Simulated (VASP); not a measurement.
# Rh (Fm-3m) in VASP: further runs

Rh is run at these levels: LDA; tasks: single point.

Everything below comes from runs of VASP 6.6.1. Logs are shortened: lines on timing, memory, paths and dates and some standing lists are left out, and cuts for length are marked.

### Step 1. The cell of the first run

Symmetry: Fm-3m, No. 225, cubic system. Conventional cell: a = 3.796 Å, b = 3.796 Å, c = 3.796 Å, α = 90.00°, β = 90.00°, γ = 90.00°. Rh (site symmetry m-3m) has 12 Rh at 2.68 Å within 3.5 Å.

### Step 2. Single point, LDA

INCAR

```
SYSTEM = Rh
PREC = Accurate
ENCUT = 520
EDIFF = 1E-7
ISMEAR = -1
SIGMA = 0.1
LREAL = .FALSE.
LASPH = .TRUE.
NELM = 60
ALGO = Normal
ISIF = 2
LWAVE = .FALSE.
LCHARG = .FALSE.
GGA = CA
NBANDS = 14
```

KPOINTS

```
Automatic mesh
0
G
  15 15 15
  0 0 0
```

POSCAR

```
Rh
1.0
    0.0000000000      1.8978500000      1.8978500000
    1.8978500000      0.0000000000      1.8978500000
    1.8978500000      1.8978500000      0.0000000000
Rh
1
Direct
    0.0000000000      0.0000000000      0.0000000000
```

Potentials or basis: VASP PAW LDA potentials, release 64 (Rh_pv).

On the command line:

```console
cat potpaw_LDA.64/Rh_pv/POTCAR > POTCAR
mpirun -np 1 vasp_std > vasp.out
```

OUTCAR:

```text
SYSTEM = Rh
   PREC = Accurate
   ENCUT = 520
   EDIFF = 1E-7
   ISMEAR = -1
   LREAL = .FALSE.
   LASPH = .TRUE.
   NELM = 60
   ISIF = 2
   GGA = CA

 ion  position               nearest neighbor table
   1  0.000  0.000  0.000-

  LATTYP: Found a face centered cubic cell.
 ALAT       =     3.7957000000

  Lattice vectors:

 A1 = (   0.0000000000,   1.8978500000,   1.8978500000)
 A2 = (   1.8978500000,   0.0000000000,   1.8978500000)
 A3 = (   1.8978500000,   1.8978500000,   0.0000000000)

Analysis of symmetry for initial positions (statically):
=====================================================================
 Subroutine PRICEL returns:
 Original cell was already a primitive cell.

 Routine SETGRP: Setting up the symmetry group for a
 face centered cubic supercell.

 Subroutine GETGRP returns: Found 48 space group operations
 (whereof 48 operations were pure point group operations)
 out of a pool of 48 trial point group operations.

The static configuration has the point symmetry O_h .

Analysis of symmetry for dynamics (positions and initial velocities):
=====================================================================
 Subroutine PRICEL returns:
 Original cell was already a primitive cell.

 Routine SETGRP: Setting up the symmetry group for a
 face centered cubic supercell.

 Subroutine GETGRP returns: Found 48 space group operations
 (whereof 48 operations were pure point group operations)
 out of a pool of 48 trial point group operations.

The dynamic configuration has the point symmetry O_h .

 Subroutine INISYM returns: Found 48 space group operations
 (whereof 48 operations are pure point group operations),
 and found     1 'primitive' translations

----------------------------------------------------------------------------------------

                                     Primitive cell

  volume of cell :      13.6715

  direct lattice vectors                    reciprocal lattice vectors
     0.000000000  1.897850000  1.897850000    -0.263456016  0.263456016  0.263456016
     1.897850000  0.000000000  1.897850000     0.263456016 -0.263456016  0.263456016
     1.897850000  1.897850000  0.000000000     0.263456016  0.263456016 -0.263456016

  length of vectors
     2.683965209  2.683965209  2.683965209     0.456319205  0.456319205  0.456319205

  position of ions in fractional coordinates (direct lattice)
     0.000000000  0.000000000  0.000000000

  ion indices of the primitive-cell ions
   primitive index   ion index
                 1           1

----------------------------------------------------------------------------------------

 KPOINTS: Automatic mesh

Automatic generation of k-mesh.
 Grid dimensions read from file:
 generate k-points for:   15   15   15

 Generating k-lattice:

  Cartesian coordinates                     Fractional coordinates (reciprocal lattice)
    -0.017563734  0.017563734  0.017563734     0.066666667  0.000000000  0.000000000
     0.017563734 -0.017563734  0.017563734     0.000000000  0.066666667  0.000000000
     0.017563734  0.017563734 -0.017563734     0.000000000  0.000000000  0.066666667

  Length of vectors
     0.030421280  0.030421280  0.030421280

  Shift w.r.t. Gamma in fractional coordinates (k-lattice)
     0.000000000  0.000000000  0.000000000

 Subroutine IBZKPT returns following result:
 ===========================================

 Found    120 irreducible k-points:

 Following reciprocal coordinates:
            Coordinates               Weight
  0.000000  0.000000  0.000000      1.000000
  0.066667  0.000000  0.000000      8.000000
  0.133333  0.000000  0.000000      8.000000
  0.200000  0.000000  0.000000      8.000000
  0.266667  0.000000  0.000000      8.000000
  0.333333  0.000000  0.000000      8.000000
[... 16 lines left out ...]
  0.133333  0.133333  0.000000      6.000000
  0.200000  0.133333  0.000000     24.000000
 [... further k-points ...]
   k-points           NKPTS =    120   k-points in BZ     NKDIM =    120   number of bands    NBANDS=     14
   number of dos      NEDOS =    301   number of ions     NIONS =      1
   total plane-waves  NPLWV =   8000
   dimension x,y,z NGX =    20 NGY =   20 NGZ =   20
   dimension x,y,z NGXF=    40 NGYF=   40 NGZF=   40
   ions per type =               1
   NGX,Y,Z   is equivalent  to a cutoff of  12.39, 12.39, 12.39 a.u.
   NGXF,Y,Z  is equivalent  to a cutoff of  24.78, 24.78, 24.78 a.u.
 SYSTEM =  Rh
   PREC   = accura    normal or accurate (medium, high low for compatibility)
   ISTART =      0    job   : 0-new  1-cont  2-samecut
   ICHARG =      2    charge: 1-file 2-atom 10-const
   ISPIN  =      1    spin polarized calculation?
   LNONCOLLINEAR =      F non collinear calculations
   LSORBIT =      F    spin-orbit coupling
   LASPH  =      T    aspherical Exc in radial PAW
   ENCUT  =  520.0 eV  38.22 Ry    6.18 a.u.   4.99  4.99  4.99*2*pi/ulx,y,z
   NELM   =     60;   NELMIN=  2; NELMDL= -5     # of ELM steps
   EDIFF  = 0.1E-06   stopping-criterion for ELM
   LREAL  =      F    real-space projection
   EDIFFG = 0.1E-05   stopping-criterion for IOM
   NSW    =      0    number of steps for IOM
   IBRION =     -1    ionic relax: 0-MD 1-quasi-New 2-CG
   NFREE  =      0    steps in history (QN), initial steepest desc. (CG)
   ISIF   =      2    stress and relaxation
   ISYM   =      2    0-nonsym 1-usesym 2-fastsym
   POTIM  = 0.5000    time-step for ionic-motion
   TEBEG  =    0.0;   TEEND  =   0.0 temperature during run
   PSTRESS=    0.0 pullay stress
   NELECT =      15.0000    total number of electrons
   NUPDOWN=      -1.0000    fix difference up-down
   EMIN   =  10.00;   EMAX   =-10.00  energy-range for DOS
   EFERMI =   0.00;   METHOD = LEGACY
   ISMEAR =    -1;   SIGMA  =   0.10  broadening in eV -4-tet -1-fermi 0-gaus
   EFERMI_NEDOS =   21; number of points for ismear=-14 and -15
   IALGO  =     38    algorithm
   IMIX   =      4    mixing-type and parameters
     AMIX     =   0.40;   BMIX     =  1.00
     AMIX_MAG =   1.60;   BMIX_MAG =  1.00
  volume/ion in A,a.u.               =      13.67        92.26
  Fermi-wavevector in a.u.,A,eV,Ry     =   1.688496  3.190795 38.790465  2.851019
  Thomas-Fermi vector in A             =   2.770792
   LORBIT       =      0    0 simple, 1 ext, 2 COOP (PROOUT), +10 PAW based schemes
   GGA     = CA    functional components
   LHFCALC =     F    Hartree Fock is set to
   AEXX    =    0.0000 exact exchange contribution
   IVDW    =     0    specifies the selected vdW correction
   LEPSILON=     F    determine dielectric tensor
   LRPA    =     F    only Hartree local field effects (RPA)
 non-spin polarized calculation
  energy-cutoff  :      520.00
  volume of cell :       13.67
 maximum number of plane-waves:       378
   NGX =  9   NGY =  9   NGZ =  9

 number of electron      15.0000007 magnetization

 Free energy of the ion-electron system (eV)
  ---------------------------------------------------
  ext. energy  EPLUGINS =         0.00000000
  ---------------------------------------------------
  free energy    TOTEN  =        -8.69402431 eV

  energy without entropy =       -8.65101473  energy(sigma->0) =       -8.67251952

 E-fermi :  11.8063     XC(G=0): -14.3883

 val. band max:       11.7957191447   @ k =  -0.3333   0.2667   0.0667
 cond. band min:      11.8135365813   @ k =  -0.4000   0.4667   0.0667
 fundamental gap:      0.0178174366
 Fermi energy:        11.8062735219

 k-point     1 :       0.0000    0.0000    0.0000
  band No.  band energies     occupation
      1     -34.3652      2.00000
      2     -34.3652      2.00000
      3     -34.3652      2.00000
      4       3.7426      2.00000
      5       8.6743      2.00000
      6       8.6743      2.00000
      7       8.6743      2.00000
      8      10.8180      1.99990
      9      10.8180      1.99990
     10      27.7601      0.00000
     11      32.1357      0.00000
     12      33.1959      0.00000
     13      33.1959      0.00000
     14      33.1959      0.00000

 k-point     2 :       0.0667    0.0000    0.0000
  band No.  band energies     occupation
      1     -34.3993      2.00000
      2     -34.3698      2.00000
      3     -34.3698      2.00000
      4       3.9227      2.00000
      5       8.5947      2.00000
      6       8.7448      2.00000
      7       8.7448      2.00000
      8      10.7785      1.99993
      9      10.7785      1.99993
     10      28.0233      0.00000
     11      32.1283      0.00000
     12      32.2619      0.00000
     13      33.4617      0.00000
     14      33.4617      0.00000

 k-point     3 :       0.1333    0.0000    0.0000
  band No.  band energies     occupation
      1     -34.4950      2.00000
      2     -34.3827      2.00000
      3     -34.3827      2.00000
      4       4.4270      2.00000
      5       8.4150      2.00000
      6       8.9157      2.00000
      7       8.9157      2.00000
      8      10.7099      1.99997
      9      10.7099      1.99997
     10      28.6847      0.00000
     11      30.4351      0.00000
     12      32.1364      0.00000
     13      34.2216      0.00000
     14      34.2216      0.00000
[... 324 lines left out ...]
 k-point    23 :       0.1333    0.1333    0.0000
  band No.  band energies     occupation
      1     -34.4910      2.00000
      2     -34.4119      2.00000
      3     -34.4119      2.00000
      4       4.6582      2.00000
      5       8.0845      2.00000
      6       9.1644      2.00000
      7       9.1644      2.00000
      8      10.2093      2.00000
      9      11.0532      1.99893
     10      29.1095      0.00000
     11      31.4312      0.00000
     12      32.1382      0.00000
     13      33.0844      0.00000
     14      33.0844      0.00000

 k-point    24 :       0.2000    0.1333    0.0000
  band No.  band energies     occupation
      1     -34.5818      2.00000
      2     -34.4357      2.00000
      3     -34.4293      2.00000
      4       5.1985      2.00000
      5       7.8286      2.00000
      6       9.3291      2.00000
      7       9.4037      2.00000
      8      10.1176      2.00000
      9      11.1816      1.99614
     10      29.7513      0.00000
     11      30.2200      0.00000
     12      32.1359      0.00000
     13      32.9323      0.00000
     14      33.4526      0.00000

 [... further k-points ...]
[... 5 lines left out ...]
  --------------------------------------------------------------------------------------
  -------------------------------------------------------------------------------------
  Total       -0.7313701     -0.7313701     -0.7313701      0.0000000      0.0000000      0.0000000
  in kB      -85.7101287    -85.7101287    -85.7101287      0.0000000      0.0000000      0.0000000
  external PRESSURE =     -85.7101287 kB  Pullay stress =       0.0000000 kB

 VOLUME and BASIS-vectors are now :
 -----------------------------------------------------------------------------
  energy-cutoff  :      520.00
  volume of cell :       13.67
      direct lattice vectors                 reciprocal lattice vectors
     0.000000000  1.897850000  1.897850000    -0.263456016  0.263456016  0.263456016
     1.897850000  0.000000000  1.897850000     0.263456016 -0.263456016  0.263456016
     1.897850000  1.897850000  0.000000000     0.263456016  0.263456016 -0.263456016

 POSITION                                       TOTAL-FORCE (eV/Angst)
 -----------------------------------------------------------------------------------
      0.00000      0.00000      0.00000         0.000000      0.000000      0.000000
 -----------------------------------------------------------------------------------
    total drift:                               -0.000000     -0.000000     -0.000000

  FREE ENERGIE OF THE ION-ELECTRON SYSTEM (eV)
  ---------------------------------------------------
  free  energy   TOTEN  =        -8.6940243135 eV

  energy  without entropy=       -8.6510147313  energy(sigma->0) =       -8.67251952
```

Run time: 25 s. Hardware: 1 thread of AMD EPYC 7R13, shared host; peak memory 0.1 GiB.

Results:

```
Free energy : -8.6940 eV
Pressure    : -8.6 GPa
```

Levels at points of the mesh, in eV from the Fermi level:
| k point | band 5 | band 6 | band 7 | band 8 | band 9 | band 10 |
| --- | --- | --- | --- | --- | --- | --- |
| (0.00, 0.00, 0.00) | -3.13 | -3.13 | -3.13 | -0.99 | -0.99 | 15.95 |

(Continued in part 2 of 2.)
